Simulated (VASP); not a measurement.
Write the native input for VASP 6.6.1 that does the following.

- Task: single point
- Functional: LDA
- Potentials or basis: VASP PAW LDA potentials, release 64 (Ti_sv, N)
- Cutoff: 520 eV
- k mesh: 12 × 12 × 1
- Occupations: gaussian, width 0.1 eV
- Spin: no spin polarisation
- Dipole correction: yes
- Further INCAR settings: ALGO = Normal; EDIFF = 1e-07; NBANDS = 72

The structure of TiN lies in POSCAR:

```
TiN
1.0
    2.9496626303      0.0000000000      0.0000000000
    0.0000000000      2.9496626303      0.0000000000
    0.0000000000      0.0000000000     27.5143586884
Ti N
7 7
Direct
    0.5000000000      0.5000000000      0.2768575480
    0.0000000000      0.0000000000      0.3492248015
    0.5000000000      0.5000000000      0.4239733242
    0.0000000000      0.0000000000      0.4999999997
    0.5000000000      0.5000000000      0.5760266772
    0.0000000000      0.0000000000      0.6507751978
    0.5000000000      0.5000000000      0.7231424517
    0.0000000000      0.0000000000      0.2710674590
    0.5000000000      0.5000000000      0.3481229246
    0.0000000000      0.0000000000      0.4245136699
    0.5000000000      0.5000000000      0.5000000001
    0.0000000000      0.0000000000      0.5754863305
    0.5000000000      0.5000000000      0.6518770745
    0.0000000000      0.0000000000      0.7289325414
```

The input as run:

INCAR

```
SYSTEM = TiN
PREC = Accurate
ENCUT = 520
EDIFF = 1E-7
ISMEAR = 0
SIGMA = 0.1
LREAL = .False.
LASPH = .True.
NELM = 80
ALGO = Normal
ISIF = 2
LWAVE = .False.
LCHARG = .True.
LDIPOL = .True.
IDIPOL = 3
DIPOL = 0.5 0.5 0.500
LELF = .True.
LVHAR = .True.
LVACPOTAV = .True.
NBANDS = 72
```

KPOINTS

```
Automatic mesh
0
Gamma
  12 12 1
  0 0 0
```

Potentials or basis: VASP PAW LDA potentials, release 64 (Ti_sv, N).

Command:

```bash
$ cat potpaw_LDA.64/Ti_sv/POTCAR potpaw_LDA.64/N/POTCAR > POTCAR
$ mpirun -np 1 vasp_std > vasp.out
```

Results of the run:

* Largest force: 0.063 eV/Å
* Band gap on the k mesh: zero (an odd number of electrons rules out a gap without spin polarisation)

Run time: 20 min on 1 thread of AMD EPYC 9R45 (Zen 5), on a shared host, peak memory 0.46 GiB.
